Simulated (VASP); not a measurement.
A run of VASP 6.6.1 is set up as follows.

The input INCAR:

```
  PREC = Accurate
  ENCUT = 500
  EDIFF = 1E-6
  ISMEAR = -1
  SIGMA = 0.1
  LREAL = F
  LASPH = T
  NELM = 120
  ALGO = Normal
  ISIF = 2
  LWAVE = F
  LCHARG = T
  GGA = CA
  LELF = T
  LVHAR = T
  NBANDS = 31
  GGA_COMPAT = F
```

File KPOINTS:

```
Automatic mesh
0
Gamma
  5 5 5
```

Contents of POSCAR:

```
Cd3Pd
1.0
    4.2084790000      0.0000000000      0.0000000000
    0.0000000000      4.2084790000      0.0000000000
    0.0000000000      0.0000000000      4.2084790000
Cd Pd
3 1
Direct
    0.0000000000      0.5000000000      0.5000000000
    0.5000000000      0.0000000000      0.5000000000
    0.5000000000      0.5000000000      0.0000000000
    0.0000000000      0.0000000000      0.0000000000
```

Potentials or basis: VASP PAW LDA potentials, release 64 (Cd, Pd).

Command:

```sh
$ cat potpaw_LDA.64/Cd/POTCAR potpaw_LDA.64/Pd/POTCAR > POTCAR
$ mpirun -np 1 vasp_std > vasp.out
```

(1) Predict the band gap on the k mesh.

(2) Estimate the pressure.

## Answers

(1) zero (bands 23 and 24 overlap by 3.70 eV).

(2) -6.2 GPa.

Caveat: the cell stands under tension.
